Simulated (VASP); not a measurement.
# PtS2 (P-3m1) in VASP: single point with LDA

Aim: the single point of PtS2 with LDA.

Everything below comes from runs of VASP 6.6.1. Logs are shortened: lines on timing, memory, paths and dates and some standing lists are left out, and cuts for length are marked.

## 1. The cell of the first run

The structure is trigonal, space group P-3m1 (No. 164). Conventional cell: a = 3.543 Å, b = 3.543 Å, c = 5.039 Å, α = 90.00°, β = 90.00°, γ = 120.00°. Within 3.2 Å of Pt (site symmetry -3m) lie 6 S at 2.40 Å. S (site symmetry 3m) has 3 Pt at 2.40 Å within 3.2 Å.

## 2. Single point, LDA

The input, INCAR:

```
SYSTEM = PtS2
ALGO = Normal
EDIFF = 1E-6
ENCUT = 520
GGA = CA
ISIF = 2
ISMEAR = 0
LASPH = .True.
LCHARG = .True.
LELF = .True.
LREAL = .False.
LVHAR = .True.
LWAVE = .False.
NBANDS = 18
NELM = 80
PREC = Accurate
SIGMA = 0.05
```

The input, KPOINTS:

```
k-points
0
Gamma
  12 12 8
  0 0 0
```

The input, POSCAR:

```
PtS2
1.0
    3.5431994758      0.0000000000      0.0000000000
   -1.7715997379      3.0685007567      0.0000000000
    0.0000000000      0.0000000000      5.0388000000
Pt S
1 2
Direct
    0.0000000000      0.0000000000      0.0000000000
    0.3333333333      0.6666666667      0.2500000000
    0.6666666667      0.3333333333      0.7500000000
```

Potentials or basis: VASP PAW LDA potentials, release 64 (Pt, S).

Run with:

```bash
$ cat potpaw_LDA.64/Pt/POTCAR potpaw_LDA.64/S/POTCAR > POTCAR
$ mpirun -np 1 vasp_std > vasp.out
```

OUTCAR:

```text
SYSTEM = PtS2
   EDIFF = 1E-6
   ENCUT = 520
   GGA = CA
   ISIF = 2
   ISMEAR = 0
   LASPH = .True.
   LREAL = .False.
   NELM = 80
   PREC = Accurate

 ion  position               nearest neighbor table
   1  0.000  0.000  0.000-   2 2.40   3 2.40   2 2.40   3 2.40   3 2.40   2 2.40
   2  0.333  0.667  0.250-   1 2.40   1 2.40   1 2.40
   3  0.667  0.333  0.750-   1 2.40   1 2.40   1 2.40

  LATTYP: Found a hexagonal cell.
 ALAT       =     3.5431994758
 C/A-ratio  =     1.4221045229

  Lattice vectors:

 A1 = (   3.5431994758,   0.0000000000,   0.0000000000)
 A2 = (  -1.7715997379,   3.0685007567,   0.0000000000)
 A3 = (   0.0000000000,   0.0000000000,   5.0388000000)

Analysis of symmetry for initial positions (statically):
=====================================================================
 Subroutine PRICEL returns:
 Original cell was already a primitive cell.

 Routine SETGRP: Setting up the symmetry group for a
 hexagonal supercell.

 Subroutine GETGRP returns: Found 12 space group operations
 (whereof 12 operations were pure point group operations)
 out of a pool of 24 trial point group operations.

The static configuration has the point symmetry D_3d.

Analysis of symmetry for dynamics (positions and initial velocities):
=====================================================================
 Subroutine PRICEL returns:
 Original cell was already a primitive cell.

 Routine SETGRP: Setting up the symmetry group for a
 hexagonal supercell.

 Subroutine GETGRP returns: Found 12 space group operations
 (whereof 12 operations were pure point group operations)
 out of a pool of 24 trial point group operations.

The dynamic configuration has the point symmetry D_3d.

 Subroutine INISYM returns: Found 12 space group operations
 (whereof 12 operations are pure point group operations),
 and found     1 'primitive' translations

----------------------------------------------------------------------------------------

                                     Primitive cell

  volume of cell :      54.7834

  direct lattice vectors                    reciprocal lattice vectors
     3.543199476  0.000000000  0.000000000     0.282230794  0.162946025  0.000000000
    -1.771599738  3.068500757  0.000000000     0.000000000  0.325892049  0.000000000
     0.000000000  0.000000000  5.038800000     0.000000000  0.000000000  0.198459951

  length of vectors
     3.543199476  3.543199476  5.038800000     0.325892049  0.325892049  0.198459951

  position of ions in fractional coordinates (direct lattice)
     0.000000000  0.000000000  0.000000000
     0.333333333  0.666666667  0.250000000
     0.666666667  0.333333333  0.750000000

  ion indices of the primitive-cell ions
   primitive index   ion index
                 1           1
                 2           2
                 3           3

----------------------------------------------------------------------------------------

 KPOINTS: k-points

Automatic generation of k-mesh.
 Grid dimensions read from file:
 generate k-points for:   12   12    8

 Generating k-lattice:

  Cartesian coordinates                     Fractional coordinates (reciprocal lattice)
     0.023519233  0.013578835  0.000000000     0.083333333  0.000000000  0.000000000
     0.000000000  0.027157671  0.000000000     0.000000000  0.083333333  0.000000000
     0.000000000  0.000000000  0.024807494     0.000000000  0.000000000  0.125000000

  Length of vectors
     0.027157671  0.027157671  0.024807494

  Shift w.r.t. Gamma in fractional coordinates (k-lattice)
     0.000000000  0.000000000  0.000000000

 Subroutine IBZKPT returns following result:
 ===========================================

 Found    131 irreducible k-points:

 Following reciprocal coordinates:
            Coordinates               Weight
  0.000000  0.000000  0.000000      1.000000
  0.083333  0.000000  0.000000      6.000000
  0.166667  0.000000  0.000000      6.000000
  0.250000 -0.000000  0.000000      6.000000
  0.333333 -0.000000  0.000000      6.000000
  0.416667 -0.000000  0.000000      6.000000
[... 16 lines left out ...]
  0.166667  0.000000  0.125000      6.000000
  0.000000  0.166667  0.125000      6.000000
 [... further k-points ...]
   k-points           NKPTS =    131   k-points in BZ     NKDIM =    131   number of bands    NBANDS=     18
   number of dos      NEDOS =    301   number of ions     NIONS =      3
   total plane-waves  NPLWV =  31360
   dimension x,y,z NGX =    28 NGY =   28 NGZ =   40
   dimension x,y,z NGXF=    56 NGYF=   56 NGZF=   80
   ions per type =               1   2
   NGX,Y,Z   is equivalent  to a cutoff of  13.14, 13.14, 13.20 a.u.
   NGXF,Y,Z  is equivalent  to a cutoff of  26.28, 26.28, 26.39 a.u.
 SYSTEM =  PtS2
   PREC   = accura    normal or accurate (medium, high low for compatibility)
   ISTART =      0    job   : 0-new  1-cont  2-samecut
   ICHARG =      2    charge: 1-file 2-atom 10-const
   ISPIN  =      1    spin polarized calculation?
   LNONCOLLINEAR =      F non collinear calculations
   LSORBIT =      F    spin-orbit coupling
   LASPH  =      T    aspherical Exc in radial PAW
   ENCUT  =  520.0 eV  38.22 Ry    6.18 a.u.   6.59  6.59  9.37*2*pi/ulx,y,z
   NELM   =     80;   NELMIN=  2; NELMDL= -5     # of ELM steps
   EDIFF  = 0.1E-05   stopping-criterion for ELM
   LREAL  =      F    real-space projection
   EDIFFG = 0.1E-04   stopping-criterion for IOM
   NSW    =      0    number of steps for IOM
   IBRION =     -1    ionic relax: 0-MD 1-quasi-New 2-CG
   NFREE  =      0    steps in history (QN), initial steepest desc. (CG)
   ISIF   =      2    stress and relaxation
   ISYM   =      2    0-nonsym 1-usesym 2-fastsym
   POTIM  = 0.5000    time-step for ionic-motion
   TEBEG  =    0.0;   TEEND  =   0.0 temperature during run
   PSTRESS=    0.0 pullay stress
   NELECT =      22.0000    total number of electrons
   NUPDOWN=      -1.0000    fix difference up-down
   EMIN   =  10.00;   EMAX   =-10.00  energy-range for DOS
   EFERMI =   0.00;   METHOD = LEGACY
   ISMEAR =     0;   SIGMA  =   0.05  broadening in eV -4-tet -1-fermi 0-gaus
   EFERMI_NEDOS =   21; number of points for ismear=-14 and -15
   IALGO  =     38    algorithm
   IMIX   =      4    mixing-type and parameters
     AMIX     =   0.40;   BMIX     =  1.00
     AMIX_MAG =   1.60;   BMIX_MAG =  1.00
  volume/ion in A,a.u.               =      18.26       123.23
  Fermi-wavevector in a.u.,A,eV,Ry     =   1.207812  2.282434 19.848319  1.458810
  Thomas-Fermi vector in A             =   2.343439
   LORBIT       =      0    0 simple, 1 ext, 2 COOP (PROOUT), +10 PAW based schemes
   GGA     = CA    functional components
   LHFCALC =     F    Hartree Fock is set to
   AEXX    =    0.0000 exact exchange contribution
   IVDW    =     0    specifies the selected vdW correction
   LEPSILON=     F    determine dielectric tensor
   LRPA    =     F    only Hartree local field effects (RPA)
 non-spin polarized calculation
 Gauss-broadening in eV      SIGMA  =   0.05
  energy-cutoff  :      520.00
  volume of cell :       54.78
 maximum number of plane-waves:      1507
 NGX is ok and might be reduce to    28
   NGX = 13   NGY = 13   NGZ = 19

 number of electron      22.0000000 magnetization

 Free energy of the ion-electron system (eV)
  ---------------------------------------------------
  ext. energy  EPLUGINS =         0.00000000
  ---------------------------------------------------
  free energy    TOTEN  =       -18.13163531 eV

  energy without entropy =      -18.13163531  energy(sigma->0) =      -18.13163531

 E-fermi :   6.9674     XC(G=0): -11.0047

 val. band max:        6.7462443455   @ k =   0.0000   0.0000   0.0000
 cond. band min:       7.1962002626   @ k =  -0.0833   0.3333   0.2500
 fundamental gap:      0.4499559171
 Fermi energy:         6.9674162079

 k-point     1 :       0.0000    0.0000    0.0000
  band No.  band energies     occupation
      1      -8.4984      2.00000
      2      -5.6273      2.00000
      3      -0.3837      2.00000
      4       0.2335      2.00000
      5       0.2335      2.00000
      6       2.8933      2.00000
[... 10 lines left out ...]
     17      14.6254      0.00000
     18      19.5416      0.00000

 k-point     2 :       0.0833    0.0000    0.0000
  band No.  band energies     occupation
      1      -8.4102      2.00000
      2      -5.6663      2.00000
      3      -0.2854      2.00000
      4       0.2874      2.00000
      5       0.2905      2.00000
      6       2.7630      2.00000
[... 10 lines left out ...]
     17      14.8999      0.00000
     18      17.9491      0.00000

 k-point     3 :       0.1667    0.0000    0.0000
  band No.  band energies     occupation
      1      -8.1550      2.00000
      2      -5.7721      2.00000
      3      -0.0102      2.00000
      4       0.4323      2.00000
      5       0.4656      2.00000
      6       2.3119      2.00000
[... 10 lines left out ...]
     17      15.5693      0.00000
     18      16.3618      0.00000

 k-point     4 :       0.2500   -0.0000    0.0000
  band No.  band energies     occupation
      1      -7.7630      2.00000
      2      -5.9177      2.00000
      3       0.3316      2.00000
      4       0.6146      2.00000
      5       0.7913      2.00000
      6       1.5667      2.00000
[... 375 lines left out ...]
      4       0.2817      2.00000
      5       0.3534      2.00000
      6       2.7408      2.00000
[... 10 lines left out ...]
     17      15.0647      0.00000
     18      17.2823      0.00000

 k-point    23 :       0.1667    0.0000    0.1250
  band No.  band energies     occupation
      1      -8.0998      2.00000
      2      -5.8907      2.00000
      3       0.0766      2.00000
      4       0.4549      2.00000
      5       0.5191      2.00000
      6       2.3600      2.00000
[... 10 lines left out ...]
     17      15.1788      0.00000
     18      16.1827      0.00000

 k-point    24 :       0.0000    0.1667    0.1250
  band No.  band energies     occupation
      1      -8.1078      2.00000
      2      -5.8657      2.00000
      3      -0.0746      2.00000
      4       0.4136      2.00000
      5       0.6700      2.00000
      6       2.2312      2.00000
[... 10 lines left out ...]
     17      15.8983      0.00000
     18      15.9400      0.00000

 [... further k-points ...]
[... 5 lines left out ...]
  --------------------------------------------------------------------------------------
  -------------------------------------------------------------------------------------
  Total       -1.6242854     -1.6242854     -2.4103365      0.0000000      0.0000000      0.0000000
  in kB      -47.5033212    -47.5033212    -70.4919131      0.0000000      0.0000000      0.0000000
  external PRESSURE =     -55.1661851 kB  Pullay stress =       0.0000000 kB

 VOLUME and BASIS-vectors are now :
 -----------------------------------------------------------------------------
  energy-cutoff  :      520.00
  volume of cell :       54.78
      direct lattice vectors                 reciprocal lattice vectors
     3.543199476  0.000000000  0.000000000     0.282230794  0.162946025  0.000000000
    -1.771599738  3.068500757  0.000000000     0.000000000  0.325892049  0.000000000
     0.000000000  0.000000000  5.038800000     0.000000000  0.000000000  0.198459951

 POSITION                                       TOTAL-FORCE (eV/Angst)
 -----------------------------------------------------------------------------------
      0.00000      0.00000      0.00000         0.000000      0.000000      0.000000
     -0.00000      2.04567      1.25970         0.000000     -0.000000     -0.687880
      1.77160      1.02283      3.77910        -0.000000      0.000000      0.687880
 -----------------------------------------------------------------------------------
    total drift:                               -0.000000     -0.000000     -0.000000

  FREE ENERGIE OF THE ION-ELECTRON SYSTEM (eV)
  ---------------------------------------------------
  free  energy   TOTEN  =       -18.1316353124 eV

  energy  without entropy=      -18.1316353124  energy(sigma->0) =      -18.13163531
```

Run time: 88 s. Hardware: 1 thread of Intel Xeon Platinum 8259CL at 2.50GHz (Skylake/Cascade Lake), shared host; peak memory 0.24 GiB.

Results:

- Free energy: -18.1316 eV
- Pressure: -5.5 GPa
- Largest force: 0.688 eV/Å
- Band gap on the k mesh: 0.45 eV, indirect (least direct gap 0.68 eV)

Forces on the atoms (eV/Å):
```
Pt   0.000  0.000  0.000
S    0.000  0.000 -0.688
S    0.000  0.000  0.688
```

Stress tensor (GPa, compression positive):
```
-4.75  0.00  0.00
 0.00 -4.75  0.00
 0.00  0.00 -7.05
```

Caveat: spin-orbit coupling is left out, which moves the levels of the heavy elements. A k mesh can miss the band edges.
